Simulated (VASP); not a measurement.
# Si (P6/mmm) in VASP: a series of runs, part 2 of 2

VASP 6.6.1.

### 3 Single point, r2SCAN (strain +0.025 along x and y, -0.050 along z)

POSCAR reads:

```
Si
1.0
    2.6947259254      0.0000000000      0.0000000000
   -1.3473629627      2.3337011076      0.0000000000
    0.0000000000      0.0000000000      2.3691091189
Si
1
Direct
    0.0000000000      0.0000000000      0.0000000000
```

INCAR.step1 reads:

```
PREC = Accurate
ENCUT = 520
ISMEAR = 0
SIGMA = 0.15
LREAL = F
LASPH = T
NELM = 60
NBANDS = 8
GGA = PE
ALGO = Normal
EDIFF = 1E-4
LWAVE = T
LCHARG = F
```

INCAR.step2 reads:

```
PREC = Accurate
ENCUT = 520
EDIFF = 1E-6
ISMEAR = 0
SIGMA = 0.15
LREAL = F
LASPH = T
NELM = 60
ALGO = Normal
ISIF = 2
LWAVE = F
LCHARG = F
METAGGA = R2SCAN
LMIXTAU = T
NBANDS = 8
ISTART = 1
```

KPOINTS reads:

```
regular mesh
0
Gamma
  24 24 24
```

Potentials or basis: VASP PAW PBE potentials, release 64 (Si).

On the command line:

```bash
> cat potpaw_PBE.64/Si/POTCAR > POTCAR
> cp INCAR.step1 INCAR
> mpirun -np 1 vasp_std > vasp.out
> cp INCAR.step2 INCAR
> mpirun -np 1 vasp_std > vasp.out
```

OUTCAR:

```text
PREC = Accurate
   ENCUT = 520
   EDIFF = 1E-6
   ISMEAR = 0
   LREAL = F
   LASPH = T
   NELM = 60
   ISIF = 2
   METAGGA = R2SCAN
   ISTART = 1

 ion  position               nearest neighbor table
   1  0.000  0.000  0.000-

  LATTYP: Found a hexagonal cell.
 ALAT       =     2.6947259254
 C/A-ratio  =     0.8791651487

  Lattice vectors:

 A1 = (   2.6947259254,   0.0000000000,   0.0000000000)
 A2 = (  -1.3473629627,   2.3337011076,   0.0000000000)
 A3 = (   0.0000000000,   0.0000000000,   2.3691091189)

Analysis of symmetry for initial positions (statically):
=====================================================================
 Subroutine PRICEL returns:
 Original cell was already a primitive cell.

 Routine SETGRP: Setting up the symmetry group for a
 hexagonal supercell.

 Subroutine GETGRP returns: Found 24 space group operations
 (whereof 24 operations were pure point group operations)
 out of a pool of 24 trial point group operations.

The static configuration has the point symmetry D_6h.

Analysis of symmetry for dynamics (positions and initial velocities):
=====================================================================
 Subroutine PRICEL returns:
 Original cell was already a primitive cell.

 Routine SETGRP: Setting up the symmetry group for a
 hexagonal supercell.

 Subroutine GETGRP returns: Found 24 space group operations
 (whereof 24 operations were pure point group operations)
 out of a pool of 24 trial point group operations.

The dynamic configuration has the point symmetry D_6h.

 Subroutine INISYM returns: Found 24 space group operations
 (whereof 24 operations are pure point group operations),
 and found     1 'primitive' translations

[... 106 lines left out ...]
   EFERMI =   0.00;   METHOD = LEGACY
   ISMEAR =     0;   SIGMA  =   0.15  broadening in eV -4-tet -1-fermi 0-gaus
   EFERMI_NEDOS =   21; number of points for ismear=-14 and -15
   IALGO  =     38    algorithm
   IMIX   =      4    mixing-type and parameters
     AMIX     =   0.40;   BMIX     =  1.00
     AMIX_MAG =   1.60;   BMIX_MAG =  1.00
  volume/ion in A,a.u.               =      14.90       100.54
  Fermi-wavevector in a.u.,A,eV,Ry     =   1.056120  1.995777 15.175790  1.115389
  Thomas-Fermi vector in A             =   2.191344
   LORBIT       =      0    0 simple, 1 ext, 2 COOP (PROOUT), +10 PAW based schemes
   METAGGA = R2SCAN    functional components
   LHFCALC =     F    Hartree Fock is set to
   AEXX    =    0.0000 exact exchange contribution
   IVDW    =     0    specifies the selected vdW correction
   LEPSILON=     F    determine dielectric tensor
   LRPA    =     F    only Hartree local field effects (RPA)
 non-spin polarized calculation
 Gauss-broadening in eV      SIGMA  =   0.15
  energy-cutoff  :      520.00
  volume of cell :       14.90
 maximum number of plane-waves:       417
 NGX is ok and might be reduce to    20
   NGX =  9   NGY =  9   NGZ =  9

 number of electron       4.0000000 magnetization

 Free energy of the ion-electron system (eV)
  ---------------------------------------------------
  ext. energy  EPLUGINS =         0.00000000
  ---------------------------------------------------
  free energy    TOTEN  =        -8.29790104 eV

  energy without entropy =       -8.29424638  energy(sigma->0) =       -8.29607371

 E-fermi :   9.5383     XC(G=0): -11.6024

 val. band max:        9.5176598863   @ k =   0.2083   0.1667   0.2500
 cond. band min:       9.5457932638   @ k =   0.2083   0.2083   0.1250
 fundamental gap:      0.0281333775
 Fermi energy:         9.5383418022

 k-point     1 :       0.0000    0.0000    0.0000
  band No.  band energies     occupation
      1      -5.2596      2.00000
      2      17.8495      0.00000
      3      19.0336      0.00000
      4      19.0336      0.00000
      5      20.1646      0.00000
      6      21.7142      0.00000
      7      21.7142      0.00000
      8      27.2965      0.00000
[... 243 lines left out ...]
 k-point    24 :       0.4583    0.0417    0.0000
  band No.  band energies     occupation
      1       0.8425      2.00000
      2       2.5791      2.00000
      3      13.1562      0.00000
      4      16.7375      0.00000
      5      24.8134      0.00000
      6      27.5183      0.00000
      7      27.8640      0.00000
      8      31.8750      0.00000

 [... further k-points ...]
[... 5 lines left out ...]
  --------------------------------------------------------------------------------------
  -------------------------------------------------------------------------------------
  Total       -0.3038302     -0.3038302      1.1186533      0.0000000      0.0000000      0.0000000
  in kB      -32.6735680    -32.6735680    120.2987689      0.0000000      0.0000000      0.0000000
  external PRESSURE =      18.3172109 kB  Pullay stress =       0.0000000 kB

 VOLUME and BASIS-vectors are now :
 -----------------------------------------------------------------------------
  energy-cutoff  :      520.00
  volume of cell :       14.90
      direct lattice vectors                 reciprocal lattice vectors
     2.694725925  0.000000000  0.000000000     0.371095253  0.214251944  0.000000000
    -1.347362963  2.333701108  0.000000000     0.000000000  0.428503889  0.000000000
     0.000000000  0.000000000  2.369109119     0.000000000  0.000000000  0.422099595

 POSITION                                       TOTAL-FORCE (eV/Angst)
 -----------------------------------------------------------------------------------
      0.00000      0.00000      0.00000        -0.000000      0.000000      0.000000
 -----------------------------------------------------------------------------------
    total drift:                                0.000000      0.000000      0.000000

  FREE ENERGIE OF THE ION-ELECTRON SYSTEM (eV)
  ---------------------------------------------------
  free  energy   TOTEN  =        -8.2979010395 eV

  energy  without entropy=       -8.2942463850  energy(sigma->0) =       -8.29607371
```

OSZICAR.step1:

```text
N       E                     dE             d eps       ncg     rms          rms(c)
DAV:   1    -0.233355396829E+01   -0.23336E+01   -0.17938E+03 13536   0.379E+02
DAV:   2    -0.508486700190E+01   -0.27513E+01   -0.26510E+01 18360   0.311E+01
DAV:   3    -0.510213194034E+01   -0.17265E-01   -0.17255E-01 14744   0.260E+00
DAV:   4    -0.510215356723E+01   -0.21627E-04   -0.21627E-04 20512   0.988E-02
DAV:   5    -0.510215357725E+01   -0.10027E-07   -0.94244E-08 14680   0.110E-03    0.302E+00
DAV:   6    -0.509118073592E+01    0.10973E-01   -0.71961E-03 16208   0.374E-01    0.175E+00
DAV:   7    -0.508581291763E+01    0.53678E-02   -0.14158E-02 16400   0.558E-01    0.147E-01
DAV:   8    -0.508578369277E+01    0.29225E-04   -0.91915E-04 14576   0.180E-01
   1 F= -.50857837E+01 E0= -.50837855E+01  d E =-.399641E-02
```

It took 3.7 min on 1 thread of Intel Xeon Platinum 8488C (Sapphire Rapids), shared host; peak memory 0.18 GiB.

Results:

```
Free energy            : -8.2979 eV
Pressure               : 1.8 GPa
Band gap on the k mesh : zero (bands 2 and 3 overlap by 13.28 eV)
```

Stress tensor (GPa, compression positive):
```
-3.27  0.00  0.00
 0.00 -3.27  0.00
 0.00  0.00 12.03
```

Levels at points of the mesh, in eV from the Fermi level:
| k point | band 1 | band 2 | band 3 | band 4 | band 5 | band 6 |
| --- | --- | --- | --- | --- | --- | --- |
| (0.00, 0.00, 0.00) | -14.80 | 8.31 | 9.50 | 9.50 | 10.63 | 12.18 |
| (0.50, 0.00, 0.00) | -8.53 | -7.21 | 4.49 | 6.26 | 15.33 | 17.85 |
| (0.00, 0.00, 0.50) | -8.78 | -7.42 | 14.22 | 14.22 | 15.76 | 15.76 |
| (0.50, 0.00, 0.50) | -2.77 | -2.47 | -1.41 | 1.81 | 9.19 | 12.18 |

Caveat: the cell differs from its parent crystal (strain +0.025 along x and y, -0.050 along z); the stress differs along the axes, from -3 to 12 GPa; the PAW data sets were made with another functional, which shifts forces and pressure a little.

The gap in the log of VASP goes by the Fermi energy; the results here count the filled bands.